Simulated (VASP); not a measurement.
# WC (Qusongite) (P-6m2) in VASP: a series of runs

The runs below take WC (Qusongite) through single point, with PBE+D4.

Program: VASP 6.6.1. These are calculated values, not measurements. Logs are shortened: lines on timing, memory, paths and dates and some standing lists are left out, and cuts for length are marked.

### Step 1. The cell of the first run

The structure is hexagonal, space group P-6m2 (No. 187). Conventional cell: a = 2.906 Å, b = 2.906 Å, c = 2.837 Å, α = 90.00°, β = 90.00°, γ = 120.00°. W (site symmetry -6m2) has 6 C at 2.20 Å and 2 W at 2.84 Å within 2.9 Å. Within 2.9 Å of C (site symmetry -6m2) lie 6 W at 2.20 Å and 2 C at 2.84 Å.

### Step 2. Single point, PBE+D4

INCAR

```
SYSTEM = WC
ALGO     = Normal         ! electronic algorithm
EDIFF    = 1E-6           ! SCF threshold, eV
ENCUT    = 520            ! plane-wave cutoff, eV
GGA      = PE             ! functional
ISIF     = 2              ! what is computed and relaxed
ISMEAR   = -1             ! smearing method
IVDW     = 13             ! dispersion correction
LASPH    = .True.         ! aspherical terms in the spheres
LCHARG   = .False.        ! write CHGCAR
LREAL    = .False.        ! projectors in reciprocal space
LWAVE    = .False.        ! write WAVECAR
NBANDS   = 16             ! bands
NELM     = 80             ! most SCF steps
PREC     = Accurate       ! precision mode
SIGMA    = 0.05           ! smearing width, eV
```

KPOINTS

```
k-points
0
Gamma
  11 11 10
  0 0 0
```

POSCAR

```
WC
1.0
    2.9065000000      0.0000000000      0.0000000000
   -1.4532500000      2.5171000000      0.0000000000
    0.0000000000      0.0000000000      2.8366000000
W C
1 1
Direct
    0.0000000000      0.0000000000      0.0000000000
    0.6666666667      0.3333333333      0.5000000000
```

Potentials or basis: VASP PAW PBE potentials, release 64 (W_sv, C).

Launch:

```console
cat potpaw_PBE.64/W_sv/POTCAR potpaw_PBE.64/C/POTCAR > POTCAR
mpirun -np 1 vasp_std > vasp.out
```

OUTCAR:

```text
SYSTEM = WC
   EDIFF = 1E-6
   ENCUT = 520
   GGA = PE
   ISIF = 2
   ISMEAR = -1
   IVDW = 13
   LASPH = .True.
   LREAL = .False.
   NELM = 80
   PREC = Accurate

 ion  position               nearest neighbor table
   1  0.000  0.000  0.000-   2 2.20   2 2.20   2 2.20   2 2.20   2 2.20   2 2.20
   2  0.667  0.333  0.500-   1 2.20   1 2.20   1 2.20   1 2.20   1 2.20   1 2.20

  LATTYP: Found a hexagonal cell.
 ALAT       =     2.9065000000
 C/A-ratio  =     0.9759504559

  Lattice vectors:

 A1 = (   2.9065000000,   0.0000000000,   0.0000000000)
 A2 = (  -1.4532500000,   2.5171000000,   0.0000000000)
 A3 = (   0.0000000000,   0.0000000000,   2.8366000000)

Analysis of symmetry for initial positions (statically):
=====================================================================
 Subroutine PRICEL returns:
 Original cell was already a primitive cell.

 Routine SETGRP: Setting up the symmetry group for a
 hexagonal supercell.

 Subroutine GETGRP returns: Found 12 space group operations
 (whereof 12 operations were pure point group operations)
 out of a pool of 24 trial point group operations.

The static configuration has the point symmetry D_3h.

Analysis of symmetry for dynamics (positions and initial velocities):
=====================================================================
 Subroutine PRICEL returns:
 Original cell was already a primitive cell.

 Routine SETGRP: Setting up the symmetry group for a
 hexagonal supercell.

 Subroutine GETGRP returns: Found 12 space group operations
 (whereof 12 operations were pure point group operations)
 out of a pool of 24 trial point group operations.

The dynamic configuration has the point symmetry D_3h.

 Subroutine INISYM returns: Found 12 space group operations
 (whereof 12 operations are pure point group operations),
 and found     1 'primitive' translations

----------------------------------------------------------------------------------------

                                     Primitive cell

  volume of cell :      20.7524

  direct lattice vectors                    reciprocal lattice vectors
     2.906500000  0.000000000  0.000000000     0.344056425  0.198641294  0.000000000
    -1.453250000  2.517100000  0.000000000     0.000000000  0.397282587  0.000000000
     0.000000000  0.000000000  2.836600000     0.000000000  0.000000000  0.352534725

  length of vectors
     2.906500000  2.906497544  2.836600000     0.397282251  0.397282587  0.352534725

  position of ions in fractional coordinates (direct lattice)
     0.000000000  0.000000000  0.000000000
     0.666666667  0.333333333  0.500000000

  ion indices of the primitive-cell ions
   primitive index   ion index
                 1           1
                 2           2

----------------------------------------------------------------------------------------

 KPOINTS: k-points

Automatic generation of k-mesh.
 Grid dimensions read from file:
 generate k-points for:   11   11   10

 Generating k-lattice:

  Cartesian coordinates                     Fractional coordinates (reciprocal lattice)
     0.031277857  0.018058299  0.000000000     0.090909091  0.000000000  0.000000000
     0.000000000  0.036116599  0.000000000     0.000000000  0.090909091  0.000000000
     0.000000000  0.000000000  0.035253472     0.000000000  0.000000000  0.100000000

  Length of vectors
     0.036116568  0.036116599  0.035253472

  Shift w.r.t. Gamma in fractional coordinates (k-lattice)
     0.000000000  0.000000000  0.000000000

 Subroutine IBZKPT returns following result:
 ===========================================

 Found     96 irreducible k-points:

 Following reciprocal coordinates:
            Coordinates               Weight
  0.000000  0.000000  0.000000      1.000000
  0.090909  0.000000  0.000000      6.000000
  0.181818  0.000000  0.000000      6.000000
  0.272727  0.000000  0.000000      6.000000
  0.363636  0.000000  0.000000      6.000000
  0.454545  0.000000  0.000000      6.000000
[... 16 lines left out ...]
  0.090909  0.090909  0.100000     12.000000
  0.181818  0.090909  0.100000     24.000000
 [... further k-points ...]
   k-points           NKPTS =     96   k-points in BZ     NKDIM =     96   number of bands    NBANDS=     16
   number of dos      NEDOS =    301   number of ions     NIONS =      2
   total plane-waves  NPLWV =  13824
   dimension x,y,z NGX =    24 NGY =   24 NGZ =   24
   dimension x,y,z NGXF=    48 NGYF=   48 NGZF=   48
   ions per type =               1   1
   NGX,Y,Z   is equivalent  to a cutoff of  13.73, 13.73, 14.07 a.u.
   NGXF,Y,Z  is equivalent  to a cutoff of  27.46, 27.46, 28.13 a.u.
 SYSTEM =  WC
   PREC   = accura    normal or accurate (medium, high low for compatibility)
   ISTART =      0    job   : 0-new  1-cont  2-samecut
   ICHARG =      2    charge: 1-file 2-atom 10-const
   ISPIN  =      1    spin polarized calculation?
   LNONCOLLINEAR =      F non collinear calculations
   LSORBIT =      F    spin-orbit coupling
   LASPH  =      T    aspherical Exc in radial PAW
   ENCUT  =  520.0 eV  38.22 Ry    6.18 a.u.   5.40  5.40  5.27*2*pi/ulx,y,z
   NELM   =     80;   NELMIN=  2; NELMDL= -5     # of ELM steps
   EDIFF  = 0.1E-05   stopping-criterion for ELM
   LREAL  =      F    real-space projection
   EDIFFG = 0.1E-04   stopping-criterion for IOM
   NSW    =      0    number of steps for IOM
   IBRION =     -1    ionic relax: 0-MD 1-quasi-New 2-CG
   NFREE  =      0    steps in history (QN), initial steepest desc. (CG)
   ISIF   =      2    stress and relaxation
   ISYM   =      2    0-nonsym 1-usesym 2-fastsym
   POTIM  = 0.5000    time-step for ionic-motion
   TEBEG  =    0.0;   TEEND  =   0.0 temperature during run
   PSTRESS=    0.0 pullay stress
   NELECT =      18.0000    total number of electrons
   NUPDOWN=      -1.0000    fix difference up-down
   EMIN   =  10.00;   EMAX   =-10.00  energy-range for DOS
   EFERMI =   0.00;   METHOD = LEGACY
   ISMEAR =    -1;   SIGMA  =   0.05  broadening in eV -4-tet -1-fermi 0-gaus
   EFERMI_NEDOS =   21; number of points for ismear=-14 and -15
   IALGO  =     38    algorithm
   IMIX   =      4    mixing-type and parameters
     AMIX     =   0.40;   BMIX     =  1.00
     AMIX_MAG =   1.60;   BMIX_MAG =  1.00
  volume/ion in A,a.u.               =      10.38        70.02
  Fermi-wavevector in a.u.,A,eV,Ry     =   1.561263  2.950359 33.164769  2.437542
  Thomas-Fermi vector in A             =   2.664354
   LORBIT       =      0    0 simple, 1 ext, 2 COOP (PROOUT), +10 PAW based schemes
   GGA     = PE    functional components
   LHFCALC =     F    Hartree Fock is set to
   AEXX    =    0.0000 exact exchange contribution
   IVDW    =    13    specifies the selected vdW correction
   LEPSILON=     F    determine dielectric tensor
   LRPA    =     F    only Hartree local field effects (RPA)
 non-spin polarized calculation
  energy-cutoff  :      520.00
  volume of cell :       20.75
 maximum number of plane-waves:       580
 NGX is ok and might be reduce to    24
   NGX = 11   NGY = 11   NGZ = 11

 number of electron      18.0000000 magnetization

 Free energy of the ion-electron system (eV)
  ---------------------------------------------------
  ext. energy  EPLUGINS =         0.00000000
  ---------------------------------------------------
  free energy    TOTEN  =       -22.44404147 eV

  energy without entropy =      -22.44195184  energy(sigma->0) =      -22.44299665

 E-fermi :  11.1246     XC(G=0): -13.8004

 val. band max:       11.0674756279   @ k =   0.4545   0.0909   0.5000
 cond. band min:      11.1335958612   @ k =   0.2727   0.2727   0.0000
 fundamental gap:      0.0661202333
 Fermi energy:        11.1246474873

 k-point     1 :       0.0000    0.0000    0.0000
  band No.  band energies     occupation
      1     -62.9295      2.00000
      2     -26.9100      2.00000
      3     -26.8077      2.00000
      4     -26.8077      2.00000
      5      -3.3716      2.00000
      6       6.7645      2.00000
[... 8 lines left out ...]
     15      25.4233      0.00000
     16      27.8159      0.00000

 k-point     2 :       0.0909    0.0000    0.0000
  band No.  band energies     occupation
      1     -62.9249      2.00000
      2     -26.9013      2.00000
      3     -26.8757      2.00000
      4     -26.8231      2.00000
      5      -3.1556      2.00000
      6       6.8073      2.00000
[... 8 lines left out ...]
     15      25.0301      0.00000
     16      28.2697      0.00000

 k-point     3 :       0.1818    0.0000    0.0000
  band No.  band energies     occupation
      1     -62.9125      2.00000
      2     -27.0549      2.00000
      3     -26.8777      2.00000
      4     -26.8641      2.00000
      5      -2.5523      2.00000
      6       6.2512      2.00000
[... 8 lines left out ...]
     15      24.7622      0.00000
     16      29.4968      0.00000

 k-point     4 :       0.2727    0.0000    0.0000
  band No.  band energies     occupation
      1     -62.8963      2.00000
      2     -27.2828      2.00000
      3     -26.9174      2.00000
      4     -26.8467      2.00000
      5      -1.6885      2.00000
      6       5.3387      2.00000
[... 8 lines left out ...]
     15      25.3756      0.00000
     16      29.0149      0.00000
[... 324 lines left out ...]
 k-point    22 :       0.4545    0.0000    0.1000
  band No.  band energies     occupation
      1     -62.8686      2.00000
      2     -27.5933      2.00000
      3     -26.9869      2.00000
      4     -26.8691      2.00000
      5      -0.0510      2.00000
      6       4.0530      2.00000
[... 8 lines left out ...]
     15      24.1227      0.00000
     16      28.7816      0.00000

 k-point    23 :       0.0909    0.0909    0.1000
  band No.  band energies     occupation
      1     -62.9126      2.00000
      2     -26.9901      2.00000
      3     -26.9556      2.00000
      4     -26.8488      2.00000
      5      -2.5249      2.00000
      6       6.6042      2.00000
[... 8 lines left out ...]
     15      24.6689      0.00000
     16      28.6561      0.00000

 k-point    24 :       0.1818    0.0909    0.1000
  band No.  band energies     occupation
      1     -62.8983      2.00000
      2     -27.1801      2.00000
      3     -26.9288      2.00000
      4     -26.9060      2.00000
      5      -1.8192      2.00000
      6       5.8251      2.00000
[... 8 lines left out ...]
     15      24.6306      0.00000
     16      28.8832      0.00000

 [... further k-points ...]

------------------------ aborting loop because EDIFF is reached ----------------------------------------

  DFT-D4 for vdW energy calculation

  Edisp (eV):   -0.97490

  FORCE on cell =-STRESS in cart. coord.  units (eV):
  Direction    XX          YY          ZZ          XY          YZ          ZX
  --------------------------------------------------------------------------------------
  -------------------------------------------------------------------------------------
  Total      -0.02273    -0.02273    -0.03778     0.00000     0.00000     0.00000
  in kB      -1.75456    -1.75456    -2.91684     0.00000     0.00000     0.00000
  external pressure =       -2.14 kB  Pullay stress =        0.00 kB

 VOLUME and BASIS-vectors are now :
 -----------------------------------------------------------------------------
  energy-cutoff  :      520.00
  volume of cell :       20.75
      direct lattice vectors                 reciprocal lattice vectors
     2.906500000  0.000000000  0.000000000     0.344056425  0.198641294  0.000000000
    -1.453250000  2.517100000  0.000000000     0.000000000  0.397282587  0.000000000
     0.000000000  0.000000000  2.836600000     0.000000000  0.000000000  0.352534725

 POSITION                                       TOTAL-FORCE (eV/Angst)
 -----------------------------------------------------------------------------------
      0.00000      0.00000      0.00000         0.000000      0.000000      0.000000
      1.45325      0.83903      1.41830        -0.000000     -0.000000      0.000000
 -----------------------------------------------------------------------------------
    total drift:                                0.000000     -0.000011     -0.000000

  FREE ENERGIE OF THE ION-ELECTRON SYSTEM (eV)
  ---------------------------------------------------
  free  energy   TOTEN  =       -23.4189433106 eV

  energy  without entropy=      -23.4168536802  energy(sigma->0) =      -23.41789850
```

Wall time 10 s (1 thread of Intel Xeon 6975P-C (Granite Rapids), shared host); peak memory 0.16 GiB.

What came out:

* Free energy: -23.4189 eV
* Pressure: -0.2 GPa
* Band gap on the k mesh: zero (band 9 reaches 11.72 eV, above the bottom of band 10 at 10.49 eV)
* Dispersion energy per atom: -0.487 eV

Caveat: spin-orbit coupling is left out, which moves the levels of the heavy elements; pairwise dispersion overbinds metals, which lowers pressure and volume.

### Step 3. Single point, PBE+D4

INCAR

```
  PREC = Accurate
  ENCUT = 520
  EDIFF = 1E-7
  ISMEAR = -1
  SIGMA = 0.05
  LREAL = F
  LASPH = T
  NELM = 100
  ALGO = Normal
  ISIF = 2
  LWAVE = F
  LCHARG = F
  GGA = PE
  IVDW = 13
  NBANDS = 16
```

KPOINTS

```
Automatic mesh
0
Gamma
  11 11 10
```

POSCAR is that of step 2.

Potentials or basis: VASP PAW PBE potentials, release 64 (W_sv, C).

Launch:

```console
cat potpaw_PBE.64/W_sv/POTCAR potpaw_PBE.64/C/POTCAR > POTCAR
mpirun -np 1 vasp_std > vasp.out
```

Wall time 15 s (1 thread of Intel Xeon 6975P-C (Granite Rapids), shared host); peak memory 0.16 GiB.

It converged, with:

* Free energy: -23.4189 eV
* Pressure: -0.2 GPa
* Band gap on the k mesh: zero (band 9 reaches 11.72 eV, above the bottom of band 10 at 10.49 eV)
* Dispersion energy per atom: -0.487 eV

Stress tensor (GPa, compression positive):
```
-0.18  0.00  0.00
 0.00 -0.18  0.00
 0.00  0.00 -0.29
```

Levels at points of the mesh, in eV from the Fermi level:
| k point | band 7 | band 8 | band 9 | band 10 | band 11 | band 12 |
| --- | --- | --- | --- | --- | --- | --- |
| (0.00, 0.00, 0.00) | -3.38 | -3.38 | 0.04 | 3.19 | 3.19 | 5.58 |
| (0.00, 0.00, 0.50) | -2.06 | -2.06 | -0.63 | -0.63 | 3.62 | 4.48 |

Caveat: spin-orbit coupling is left out, which moves the levels of the heavy elements; pairwise dispersion overbinds metals, which lowers pressure and volume.
